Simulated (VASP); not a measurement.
A run of VASP 6.6.1 is set up as follows.

File INCAR:

```
PREC     = Accurate       # precision mode
ENCUT    = 600            # plane-wave cutoff, eV
EDIFF    = 1E-7           # SCF threshold, eV
ISMEAR   = 0              # smearing method
SIGMA    = 0.02           # smearing width, eV
LREAL    = F              # projectors in reciprocal space
LASPH    = T              # aspherical terms in the spheres
NELM     = 100            # most SCF steps
ALGO     = Normal         # electronic algorithm
ISIF     = 3              # what is computed and relaxed
LWAVE    = F              # write WAVECAR
LCHARG   = F              # write CHGCAR
GGA      = PE             # functional
IVDW     = 12             # dispersion correction
IBRION   = 2              # ionic algorithm
NSW      = 100            # ionic steps
EDIFFG   = -0.005         # ionic threshold
```

The input KPOINTS:

```
regular mesh
0
Gamma
  9 9 2
```

The input POSCAR:

```
Te2Mo
1.0
    3.5181997508      0.0000000000      0.0000000000
   -1.7590998754      3.0468503597      0.0000000000
    0.0000000000      0.0000000000     13.9736000000
Te Mo
4 2
Direct
    0.3333333333      0.6666666667      0.6210000000
    0.6666666667      0.3333333333      0.1210000000
    0.3333333333      0.6666666667      0.8790000000
    0.6666666667      0.3333333333      0.3790000000
    0.3333333333      0.6666666667      0.2500000000
    0.6666666667      0.3333333333      0.7500000000
```

Potentials or basis: VASP PAW PBE potentials, release 64 (Te, Mo_sv).

Launch:

```bash
$ cat potpaw_PBE.64/Te/POTCAR potpaw_PBE.64/Mo_sv/POTCAR > POTCAR
$ mpirun -np 1 vasp_std > vasp.out
```

Question: Predict the relaxed volume.

Answer: 24.14 Å³/atom.

Question: Predict the band gap on the k mesh.

Answer: 0.66 eV, indirect (least direct gap 1.03 eV).

Final structure:
```
Te Mo
1.0
     3.49513    0.00000    0.00000
    -1.74757    3.02688    0.00000
     0.00000    0.00000   13.69274
Te Mo
4 2
Direct
  0.33333 0.66667 0.61721
  0.66667 0.33333 0.11721
  0.33333 0.66667 0.88279
  0.66667 0.33333 0.38279
  0.33333 0.66667 0.25000
  0.66667 0.33333 0.75000
```

Caveat: spin-orbit coupling is left out, which moves the levels of the heavy elements. A k mesh can miss the band edges.
